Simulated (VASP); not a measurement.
## Bi: electric field gradients with PBEsol

Crystal: Bi.

```xyz
2
Lattice="4.6298 0.0000 0.0000 -2.3149 4.0095 0.0000 0.0000 0.0000 11.8290" Properties=species:S:1:pos:R:3 pbc="T T T"
Bi    0.0000    2.6730    2.9573
Bi    2.3149    1.3365    8.8718
```

This cell differs from its parent crystal: equal xx and yy strain of +2 %.

| Quantity | Value |
| --- | --- |
| Program | VASP 6.6.1 |
| Task | electric field gradients |
| Functional | PBEsol |
| Potentials or basis | VASP PAW PBE potentials, release 64 (Bi_d) |
| Cutoff | 520 eV |
| k mesh | 9 × 9 × 3 |
| Occupations | fermi-dirac, width 0.03 eV |
| Spin | no spin polarisation |
| Dipole correction | no |
| Further INCAR settings | ALGO = Normal; EDIFF = 1e-08; NBANDS = 22 |

| Property | Result |
| --- | --- |
| Pressure | -3.3 GPa |
| Band gap on the k mesh | zero (band 15 reaches -0.02 eV, above the bottom of band 16 at -1.94 eV) |

Stress tensor (GPa, compression positive):
```
-4.74  0.00  0.00
 0.00 -4.74  0.00
 0.00  0.00 -0.41
```

Levels at points of the mesh, in eV from the Fermi level:
| k point | band 13 | band 14 | band 15 | band 16 | band 17 | band 18 |
| --- | --- | --- | --- | --- | --- | --- |
| (0.00, 0.00, 0.00) | -0.77 | -0.28 | 1.28 | 1.28 | 1.29 | 1.29 |

Electric field gradients, principal values (V/Å²):
```
atom   least  middle  greatest (by size)
1 Bi  67.757  67.760            -135.517
2 Bi  67.757  67.760            -135.517
```

Wall time 43 s on 1 thread of Intel(R) Xeon(R) 6975P-C (Granite Rapids) (shared host), peak memory 0.35 GiB.

Caveat: the cell differs from its parent crystal (equal xx and yy strain of +2 %); without QUAD_EFG the Cq values of the log hold for a quadrupole moment of 1 mb, not for the nuclei; the PAW data sets were made with another functional, which shifts forces and pressure a little; spin-orbit coupling is left out, which moves the levels of the heavy elements.
